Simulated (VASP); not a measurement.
# TiSi2 (P1) in VASP: single point with PBEsol

Aim: the single point of TiSi2 with PBEsol.

All numbers are computed with VASP 6.6.1; they aren't measurements. Logs are shortened: lines on timing, memory, paths and dates and some standing lists are left out, and cuts for length are marked.

### 1 The cell of the first run

The typed cell holds 6 atoms: a = 6.902 Å, b = 6.902 Å, c = 3.556 Å, α = 90.00°, β = 90.00°, γ = 150.48°.

### 2 Single point, PBEsol (atom 3 moved 0.30 Å)

The input, INCAR:

```
ALGO = Normal
EDIFF = 1E-6
ENCUT = 500
GGA = PS
GGA_COMPAT = False
ISIF = 2
ISMEAR = 0
LASPH = True
LCHARG = False
LREAL = False
LWAVE = False
NBANDS = 29
NELM = 120
PREC = Accurate
SIGMA = 0.15
```

The input, KPOINTS:

```
k-points
0
Gamma
  10 10 10
```

The input, POSCAR:

```
TiSi2
1.0
    1.7585248039     -6.6741239124      0.0000000000
    1.7585248039      6.6741239124      0.0000000000
    0.0000000000      0.0000000000      3.5556151851
Ti Si
2 4
Direct
    0.9054607337      0.1041583197      0.7439424790
    0.1104262165      0.8991928369      0.2439424790
    0.5202689446      0.4316357883      0.7802876052
    0.4479571548      0.5616618986      0.2439424790
    0.2576632783      0.7519557751      0.7439424790
    0.7582236719      0.2513953815      0.2439424790
```

Potentials or basis: VASP PAW PBE potentials, release 64 (Ti_sv, Si).

Started as:

```bash
$ cat potpaw_PBE.64/Ti_sv/POTCAR potpaw_PBE.64/Si/POTCAR > POTCAR
$ mpirun -np 1 vasp_std > vasp.out
```

OUTCAR:

```text
EDIFF = 1E-6
   ENCUT = 500
   GGA = PS
   ISIF = 2
   ISMEAR = 0
   LASPH = True
   LREAL = False
   NELM = 120
   PREC = Accurate

 ion  position               nearest neighbor table
   1  0.905  0.104  0.744-   3 2.54   4 2.56   4 2.56   4 2.56   4 2.56   5 2.64   5 2.64   6 2.65
                             6 2.65   3 2.67
   2  0.110  0.899  0.244-   3 2.48   3 2.62   6 2.64   6 2.64   5 2.65   5 2.65   3 2.66   3 2.79
                             4 2.79   4 2.79
   3  0.520  0.432  0.780-   4 2.13   4 2.34   2 2.48   1 2.54   2 2.62   2 2.66   1 2.67   2 2.79

   4  0.448  0.562  0.244-   3 2.13   3 2.34   1 2.56   1 2.56   1 2.56   1 2.56   2 2.79   2 2.79
                             6 3.08   6 3.08   5 3.10   5 3.10
   5  0.258  0.752  0.744-   6 2.50   6 2.50   6 2.50   6 2.50   1 2.64   1 2.64   2 2.65   2 2.65
                             4 3.10   4 3.10
   6  0.758  0.251  0.244-   5 2.50   5 2.50   5 2.50   5 2.50   2 2.64   2 2.64   1 2.65   1 2.65
                             4 3.08   4 3.08

  LATTYP: Found a base centered orthorhombic cell.
 ALAT       =     3.5170496078
 B/A-ratio  =     3.7952969998
 C/A-ratio  =     1.0109653208

  Lattice vectors:

 A1 = (   1.7585248039,  -6.6741239124,   0.0000000000)
 A2 = (   1.7585248039,   6.6741239124,   0.0000000000)
 A3 = (   0.0000000000,   0.0000000000,   3.5556151851)

Analysis of symmetry for initial positions (statically):
=====================================================================
 Subroutine PRICEL returns:
 Original cell was already a primitive cell.

 Routine SETGRP: Setting up the symmetry group for a
 base centered orthorhombic supercell.

 Subroutine GETGRP returns: Found  1 space group operations
 (whereof  1 operations were pure point group operations)
 out of a pool of  8 trial point group operations.

The static configuration has the point symmetry C_1 .

Analysis of symmetry for dynamics (positions and initial velocities):
=====================================================================
 Subroutine PRICEL returns:
 Original cell was already a primitive cell.

 Routine SETGRP: Setting up the symmetry group for a
 base centered orthorhombic supercell.

 Subroutine GETGRP returns: Found  1 space group operations
 (whereof  1 operations were pure point group operations)
 out of a pool of  8 trial point group operations.

The dynamic configuration has the point symmetry C_1 .

 Subroutine INISYM returns: Found  1 space group operations
 (whereof  1 operations are pure point group operations),
[... 94 lines left out ...]
 SYSTEM =  unknown system
   PREC   = accura    normal or accurate (medium, high low for compatibility)
   ISTART =      0    job   : 0-new  1-cont  2-samecut
   ICHARG =      2    charge: 1-file 2-atom 10-const
   ISPIN  =      1    spin polarized calculation?
   LNONCOLLINEAR =      F non collinear calculations
   LSORBIT =      F    spin-orbit coupling
   LASPH  =      T    aspherical Exc in radial PAW
   ENCUT  =  500.0 eV  36.75 Ry    6.06 a.u.  12.58 12.58  6.48*2*pi/ulx,y,z
   NELM   =    120;   NELMIN=  2; NELMDL= -5     # of ELM steps
   EDIFF  = 0.1E-05   stopping-criterion for ELM
   LREAL  =      F    real-space projection
[... 7 lines left out ...]
   TEBEG  =    0.0;   TEEND  =   0.0 temperature during run
   PSTRESS=    0.0 pullay stress
   NELECT =      40.0000    total number of electrons
   NUPDOWN=      -1.0000    fix difference up-down
   EMIN   =  10.00;   EMAX   =-10.00  energy-range for DOS
   EFERMI =   0.00;   METHOD = LEGACY
   ISMEAR =     0;   SIGMA  =   0.15  broadening in eV -4-tet -1-fermi 0-gaus
   EFERMI_NEDOS =   21; number of points for ismear=-14 and -15
   IALGO  =     38    algorithm
   IMIX   =      4    mixing-type and parameters
     AMIX     =   0.40;   BMIX     =  1.00
     AMIX_MAG =   1.60;   BMIX_MAG =  1.00
  volume/ion in A,a.u.               =      13.91        93.87
  Fermi-wavevector in a.u.,A,eV,Ry     =   1.281147  2.421017 22.331757  1.641338
  Thomas-Fermi vector in A             =   2.413534
   LORBIT       =      0    0 simple, 1 ext, 2 COOP (PROOUT), +10 PAW based schemes
   GGA     = PS    functional components
   LHFCALC =     F    Hartree Fock is set to
   AEXX    =    0.0000 exact exchange contribution
   IVDW    =     0    specifies the selected vdW correction
   LEPSILON=     F    determine dielectric tensor
   LRPA    =     F    only Hartree local field effects (RPA)
 non-spin polarized calculation
 Gauss-broadening in eV      SIGMA  =   0.15
  energy-cutoff  :      500.00
  volume of cell :       83.46
 maximum number of plane-waves:      2166
   NGX = 25   NGY = 25   NGZ = 13

 number of electron      39.9999996 magnetization

 Free energy of the ion-electron system (eV)
  ---------------------------------------------------
  ext. energy  EPLUGINS =         0.00000000
  ---------------------------------------------------
  free energy    TOTEN  =       -43.17500500 eV

  energy without entropy =      -43.15671281  energy(sigma->0) =      -43.16585891

 E-fermi :  10.6879     XC(G=0): -11.7988

 val. band max:       10.6843717878   @ k =  -0.4000   0.2000   0.1000
 cond. band min:      10.6905881185   @ k =   0.5000   0.5000   0.4000
 fundamental gap:      0.0062163307
 Fermi energy:        10.6878781893

 k-point     1 :       0.0000    0.0000    0.0000
  band No.  band energies     occupation
      1     -45.8936      2.00000
      2     -45.8146      2.00000
      3     -22.3515      2.00000
      4     -22.2974      2.00000
      5     -22.2859      2.00000
      6     -22.2704      2.00000
[... 757 lines left out ...]
     28      13.8658      0.00000
     29      14.3597      0.00000

 [... further k-points ...]
[... 5 lines left out ...]
  --------------------------------------------------------------------------------------
  -------------------------------------------------------------------------------------
  Total       -0.0583494      3.2106792      2.9574363      0.0659614      1.7709248     -0.1498600
  in kB       -1.1201077     61.6339468     56.7725585      1.2662318     33.9956374     -2.8767934
  external PRESSURE =      39.0954659 kB  Pullay stress =       0.0000000 kB

 VOLUME and BASIS-vectors are now :
 -----------------------------------------------------------------------------
  energy-cutoff  :      500.00
  volume of cell :       83.46
      direct lattice vectors                 reciprocal lattice vectors
     1.758524804 -6.674123912  0.000000000     0.284329228 -0.074916200  0.000000000
     1.758524804  6.674123912  0.000000000     0.284329228  0.074916200  0.000000000
     0.000000000  0.000000000  3.555615185     0.000000000  0.000000000  0.281245283

 POSITION                                       TOTAL-FORCE (eV/Angst)
 -----------------------------------------------------------------------------------
      1.77544     -5.34799      2.64517        -0.388546      0.619731      0.075612
      1.77544      5.26433      0.86737        -0.609574      0.244652      0.799040
      1.67395     -0.59155      2.77440         0.873627     -2.955160     -2.577540
      1.77544      0.75888      0.86737         0.117027      1.658248      1.689437
      1.77544      3.29897      2.64517         0.025171      0.266014      0.040611
      1.77544     -3.38263      0.86737        -0.017705      0.166514     -0.027159
 -----------------------------------------------------------------------------------
    total drift:                               -0.000005     -0.000241      0.000251

  FREE ENERGIE OF THE ION-ELECTRON SYSTEM (eV)
  ---------------------------------------------------
  free  energy   TOTEN  =       -43.1750050045 eV

  energy  without entropy=      -43.1567128128  energy(sigma->0) =      -43.16585891
```

Wall time 35 min (1 thread of Oxide Virtual Turin-like, shared host); peak memory 0.92 GiB.

What came out:

```
Free energy            : -43.1750 eV
Pressure               : 3.9 GPa
Largest force          : 4.017 eV/Å
Band gap on the k mesh : zero (bands 20 and 21 overlap by 0.98 eV)
```

Forces on the atoms (eV/Å):
```
Ti  -0.389  0.620  0.076
Ti  -0.610  0.245  0.799
Si   0.874 -2.955 -2.578
Si   0.117  1.658  1.689
Si   0.025  0.266  0.041
Si  -0.018  0.167 -0.027
```

Caveat: the cell differs from its parent crystal (atom 3 moved 0.30 Å); the stress differs along the axes, from -0 to 6 GPa; the PAW data sets were made with another functional, which shifts forces and pressure a little.
